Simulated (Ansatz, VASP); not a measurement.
## SrTiO3 in VASP and in Ansatz

```
CELL_PARAMETERS angstrom
3.89138 0.00000 0.00000
0.00000 3.89138 0.00000
0.00000 0.00000 3.89138
ATOMIC_POSITIONS crystal
Sr 0.01880 0.00000 0.00000
Ti 0.49417 0.50000 0.50000
O 0.97428 0.50000 0.50000
O 0.47011 0.00000 0.50000
O 0.47011 0.50000 0.00000
```

Change from the starting cell: mode 1 frozen in at -0.093 Å and mode 7 at -0.075 Å (largest displacements).

Alike in both runs: task single point; functional PBEsol; k mesh 8 × 8 × 8; occupations gaussian, width 0.05 eV; no spin polarisation.

|  | VASP | Ansatz |
| --- | --- | --- |
| version | VASP 6.6.1 | Ansatz 0.2.0 |
| potentials or method | VASP PAW PBE potentials, release 64 (Sr_sv, Ti_sv, O), cutoff 520 eV | scalar-relativistic, plane waves, PAW |
| valence electrons in the cell | 40 | 40 |

```tsv
	VASP	Ansatz	Ansatz less VASP
gap on the k mesh at the Fermi level (eV)	1.87	1.91	+0.037
least direct gap on the mesh (eV)	2.27	2.29	+0.020
pressure (GPa)	1.6	1.0	-0.68
traceless stress, the component that is largest in VASP (GPa)	1.04	1.02	-0.026
rms of the force components (eV/Å)	0.131	0.126	-0.0053
```

VASP's potentials were made for PBE, not for PBEsol, and Ansatz warns of the same on its side. Atom by atom the forces differ by 0.013 eV/Å (rms over components).
